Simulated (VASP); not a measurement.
## PbF2: single point with PBE+D3(BJ)

The system is PbF2.

```
Pb F
1.0
    -5.83214   -2.91607   -2.91607
    -2.91607   -5.83214    2.91607
    -5.83214    2.91607    2.91607
Pb F
6 12
Direct
  0.68003 0.68144 0.00330
  0.34345 0.32621 0.00113
  0.99871 0.99459 0.00300
  0.82522 0.35828 0.48833
  0.47806 0.01583 0.49933
  0.15854 0.67139 0.48215
  0.28933 0.68820 0.09999
  0.95506 0.35012 0.11253
  0.63059 0.02454 0.10517
  0.45885 0.33894 0.59387
  0.08688 0.98948 0.61754
  0.80962 0.69391 0.66041
  0.53233 0.66054 0.39820
  0.24381 0.31181 0.35838
  0.85766 0.96854 0.36296
  0.68632 0.36055 0.84114
  0.37842 0.00524 0.86796
  0.02875 0.67588 0.89423
```

This cell differs from its parent crystal: dynamics (npt langevin) at 800 K, volume x 1.02, from the last frame before.

```json
{
  "Program": "VASP 6.6.1",
  "Task": "single point",
  "Functional": "PBE",
  "Dispersion": "D3(BJ)",
  "Potentials or basis": "VASP PAW PBE potentials, release 64 (Pb_d, F)",
  "Cutoff": "520 eV",
  "k mesh": "2 × 2 × 2, shifted",
  "Occupations": "fermi-dirac, width 0.0689 eV",
  "Spin": "no spin polarisation"
}
```

```yaml
Pressure: 7.2 GPa
Largest_force: 1.201 eV/Å
Band_gap_on_the_k_mesh: 4.20 eV (least direct gap 4.27 eV)
Dispersion_energy_per_atom: -0.161 eV
```

Forces in eV/Å, atoms in the order of the input:
```
Pb   0.713  0.478  0.240
Pb   0.738 -0.948  0.022
Pb   0.099 -0.838 -0.228
Pb  -0.182  0.825 -0.011
Pb  -0.730  0.703 -0.269
Pb  -0.475 -0.175 -0.088
F   -0.245  0.448 -0.048
F   -0.125  0.409 -0.090
F   -0.051  0.560  0.031
F   -0.369  0.292 -0.232
F   -0.285 -0.424  0.122
F    1.068  0.352 -0.158
F   -0.058 -0.526  0.078
F    0.633 -0.180  0.707
F   -0.098 -0.486  0.183
F   -0.382 -0.089  0.027
F    0.058 -0.141  0.103
F   -0.309 -0.259 -0.389
```

Stress tensor (GPa, compression positive):
```
 7.26 -0.81  1.66
-0.81  7.23 -0.24
 1.66 -0.24  7.25
```

Levels at points of the mesh, in eV from the valence-band top:
```
           k point  band 80  band 81  band 82  band 83  band 84  band 85  band 86  band 87  band 88  band 89
(0.25, 0.25, 0.25)    -0.63    -0.41    -0.26    -0.15     0.00     4.41     4.68     4.89     5.12     5.17
```

It took 5.5 min on 1 thread of AMD EPYC 9R45 96-Core Processor (Zen 5) (shared host), peak memory 0.42 GiB.

Caveat: the cell stands under pressure; the atoms stand as in a frame of molecular dynamics; spin-orbit coupling is left out, which moves the levels of the heavy elements; a shifted mesh leaves out Γ, where band edges can lie; forces of over 1 eV/Å act on the atoms, so gaps and moduli don't describe the material at rest. A k mesh can miss the band edges.
